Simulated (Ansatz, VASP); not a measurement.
**B: VASP beside Ansatz**

```
B
1.0
     1.71450    0.00000    0.00000
    -0.85725    1.48480    0.00000
     0.00000    0.00000    3.78867
B
2
Direct
  0.33333 0.66667 0.00000
  0.66667 0.33333 0.00000
```

Alike in both runs: task relaxation of cell and atoms; functional PBE; k mesh 12 × 12 × 4; occupations gaussian, width 0.1 eV; no spin polarisation.

```csv
,VASP,Ansatz
version,VASP 6.6.1,Ansatz 0.2.0
potentials or method,"VASP PAW PBE potentials, release 64 (B_h), cutoff 1230 eV","scalar-relativistic, plane waves, PAW"
valence electrons in the cell,6,6
```

Ansatz gave:

```
gap on the k mesh at the Fermi level, each at its own relaxed structure (eV)  : none
relaxed volume (Å³/atom)                                                      : 7.52
relaxed length of the cell vector where the two differ most in proportion (Å) : 3.025
```

Question: Which values does VASP return?

Answer: gap on the k mesh at the Fermi level, each at its own relaxed structure (eV): none; relaxed volume (Å³/atom): 7.34; relaxed length of the cell vector where the two differ most in proportion (Å): 2.993.

A gap of «none» marks a metal or a gap that the smearing closes.

The k mesh is coarse, so the values compare programs but aren't converged. Noted on VASP's run: the volume moved by over 15 % at a fixed basis, so the end points are rough.
